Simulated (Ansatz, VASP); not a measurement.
## One calculation of MgO, two programs

File INCAR:

```
ALGO     = Normal         # electronic algorithm
EDIFF    = 1E-6           # SCF threshold, eV
ENCUT    = 520            # plane-wave cutoff, eV
GGA      = PS             # functional
ISIF     = 2              # what is computed and relaxed
ISMEAR   = 0              # smearing method
LASPH    = True           # aspherical terms in the spheres
LCHARG   = False          # write CHGCAR
LREAL    = False          # projectors in reciprocal space
LWAVE    = False          # write WAVECAR
NBANDS   = 36             # bands
NELM     = 60             # most SCF steps
PREC     = Accurate       # precision mode
SIGMA    = 0.05           # smearing width, eV
```

KPOINTS

```
k-points
0
Gamma
  9 9 2
```

POSCAR

```
MgO
1.0
    2.1075959645     -2.1075959645      0.0000000000
    2.1075959645      0.0000000000     -2.1075959645
    9.4754948380      8.6324564522      7.7894180664
Mg O
6 6
Direct
    1.0000000000     -0.1464887296      0.3662218239
    0.3333333333      0.2519507058      0.2034565688
    0.6666666667      0.4550718351      0.5289870790
    1.0000000000      0.6581929644      0.8545175891
    0.3333333333      0.0566323997      0.6917523341
    0.6666666667      0.6503901412      0.0406913138
    0.6666666667      0.5527309881      0.2848391964
    0.0000000000     -0.0488295765      0.1220739413
    0.3333333333      0.1542915528      0.4476044514
    0.6666666667      0.3574126820      0.7731349616
    1.0000000000      0.7558521174      0.6103697065
    0.3333333333     -0.0410267533      0.9359002167
```

Input for Ansatz:

```yaml
crystal:
  lattice:
    - [2.1075959645, -2.1075959645, 0.0]
    - [2.1075959645, 0.0, -2.1075959645]
    - [9.475494838, 8.6324564522, 7.7894180664]
  atoms:
    - { symbol: Mg, position: [1.0, -0.1464887296, 0.3662218239] }
    - { symbol: Mg, position: [0.3333333333, 0.2519507058, 0.2034565688] }
    - { symbol: Mg, position: [0.6666666667, 0.4550718351, 0.528987079] }
    - { symbol: Mg, position: [1.0, 0.6581929644, 0.8545175891] }
    - { symbol: Mg, position: [0.3333333333, 0.0566323997, 0.6917523341] }
    - { symbol: Mg, position: [0.6666666667, 0.6503901412, 0.0406913138] }
    - { symbol: O, position: [0.6666666667, 0.5527309881, 0.2848391964] }
    - { symbol: O, position: [0.0, -0.0488295765, 0.1220739413] }
    - { symbol: O, position: [0.3333333333, 0.1542915528, 0.4476044514] }
    - { symbol: O, position: [0.6666666667, 0.357412682, 0.7731349616] }
    - { symbol: O, position: [1.0, 0.7558521174, 0.6103697065] }
    - { symbol: O, position: [0.3333333333, -0.0410267533, 0.9359002167] }
basis:
  ecutwfc: 520.0
kpoints:
  mp_grid: { grid: [9, 9, 2] }
hamiltonian:
  xc: pbesol
  pseudopotentials: { kind: paw, azcp: { folder: soft_1 } }
scf:
  occupations: { method: gaussian, width: 0.05 }
output:
  forces: true
  stress: true
  eigenvalues: true
```

Alike in both runs: task single point; functional PBEsol; k mesh 9 × 9 × 2; occupations gaussian, width 0.05 eV; no spin polarisation.

```csv
,VASP,Ansatz
version,VASP 6.6.1,Ansatz 0.2.0
potentials or method,"VASP PAW PBE potentials, release 64 (Mg, O), cutoff 520 eV","scalar-relativistic, plane waves, PAW"
valence electrons in the cell,48,96
```

VASP gave:

```
gap on the k mesh at the Fermi level (eV)                     : 2.40
least direct gap on the mesh (eV)                             : 2.40
pressure (GPa)                                                : 0.2
traceless stress, the component that is largest in VASP (GPa) : -2.11
rms of the force components (eV/Å)                            : 0.398
```

What did Ansatz give for the same quantities?

gap on the k mesh at the Fermi level (eV): 2.44; least direct gap on the mesh (eV): 2.44; pressure (GPa): 0.7; traceless stress, the component that is largest in VASP (GPa): -2.10; rms of the force components (eV/Å): 0.390.

VASP's potentials were made for PBE, not for PBEsol, and Ansatz warns of the same on its side. Atom by atom the forces differ by 0.010 eV/Å (rms over components). With one functional, cell and mesh, what is left measures potentials, basis and numerics. VASP's potentials hold 48 valence electrons a cell and Ansatz's 96, so a difference there can come from the potentials and not from the codes.
